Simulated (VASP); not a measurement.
Set up this calculation in VASP 6.6.1, as the native input.

| Quantity | Value |
| --- | --- |
| Task | relaxation of cell and atoms |
| Functional | PBE |
| Potentials or basis | VASP PAW PBE potentials, release 64 (Pt) |
| Cutoff | 500 eV |
| k mesh | 9 × 9 × 9 |
| Occupations | fermi-dirac, width 0.1 eV |
| Spin | no spin polarisation |
| Dipole correction | no |
| Further INCAR settings | ALGO = Normal; EDIFF = 1e-07; IBRION = 2; EDIFFG = -0.03; NSW = 80; ISIF = 3 |

The structure of Pt lies in POSCAR:

```
Pt
1.0
   -1.5550000000      1.5550000000      1.5550000000
    1.5550000000     -1.5550000000      1.5550000000
    1.5550000000      1.5550000000     -1.5550000000
Pt
1
Direct
    0.0000000000      0.0000000000      0.0000000000
```

This isn't the form of Pt at room conditions, which is fcc.

One way to write it, as run:

INCAR

```
PREC = Accurate
ENCUT = 500
EDIFF = 1E-7
ISMEAR = -1
SIGMA = 0.1
LREAL = F
LASPH = T
NELM = 120
ALGO = Normal
ISIF = 3
LWAVE = F
LCHARG = F
GGA = PE
IBRION = 2
NSW = 80
EDIFFG = -0.03
GGA_COMPAT = F
NELMIN = 4
```

KPOINTS

```
Automatic mesh
0
Gamma
  9 9 9
```

Potentials or basis: VASP PAW PBE potentials, release 64 (Pt).

Run with:

```console
$ cat potpaw_PBE.64/Pt/POTCAR > POTCAR
$ mpirun -np 1 vasp_std > vasp.out
```

Results of the run:

| Item | Value |
| --- | --- |
| Relaxed volume | 15.78 Å³/atom |
| Relaxed cell | a = 2.737 Å, b = 2.737 Å, c = 2.737 Å, α = 109.47°, β = 109.47°, γ = 109.47° |
| Space group after relaxing (to 0.1 Å) | Im-3m (No. 229) |
| Energy gained by relaxing | 28.5 meV/atom |
| Ionic steps | 4 |
| Pressure after relaxing | -0.1 GPa |
| Band gap on the k mesh | zero (bands 5 and 6 overlap by 1.78 eV) |

Caveat: spin-orbit coupling is left out, which moves the levels of the heavy elements.

Run time: 11 s on 1 thread of Intel(R) Xeon(R) Platinum 8488C (Sapphire Rapids), on a shared host, peak memory 0.13 GiB.
